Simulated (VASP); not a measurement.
Set up this calculation in VASP 6.6.1, as the native input.

```
Task                   : single point
Functional             : PBEsol
Potentials or basis    : VASP PAW PBE potentials, release 64 (Be)
Cutoff                 : 520 eV
k mesh                 : 11 × 11 × 6
Occupations            : fermi-dirac, width 0.05 eV
Spin                   : no spin polarisation
Dipole correction      : no
Further INCAR settings : ALGO = Normal; EDIFF = 1e-06; NBANDS = 9
```

The structure of Be lies in POSCAR:

```
Be
1.0
    2.2853000000      0.0000000000      0.0000000000
   -1.1426500000      1.9791278553      0.0000000000
    0.0000000000      0.0000000000      3.6558840000
Be
2
Direct
    0.6666666667      0.3333333333      0.7500000000
    0.3333333333      0.6666666667      0.2500000000
```

The input as run:

INCAR

```
PREC = Accurate
ENCUT = 520
EDIFF = 1E-6
ISMEAR = -1
SIGMA = 0.05
LREAL = False
LASPH = True
NELM = 80
ALGO = Normal
ISIF = 2
LWAVE = False
LCHARG = False
GGA = PS
NBANDS = 9
```

KPOINTS

```
Automatic mesh
0
Gamma
  11 11 6
```

Potentials or basis: VASP PAW PBE potentials, release 64 (Be).

The run is started by

```bash
$ cat potpaw_PBE.64/Be/POTCAR > POTCAR
$ mpirun -np 1 vasp_std > vasp.out
```

It gave:

| Property | Result |
| --- | --- |
| Pressure | -5.9 GPa |
| Band gap on the k mesh | zero (band 2 reaches 7.28 eV, above the bottom of band 3 at 6.98 eV) |

Caveat: the PAW data sets were made with another functional, which shifts forces and pressure a little.

Run time: 12 s on 1 thread of AMD EPYC 7R43 64-Core Processor (Zen 3), on a shared host, peak memory 0.09 GiB.
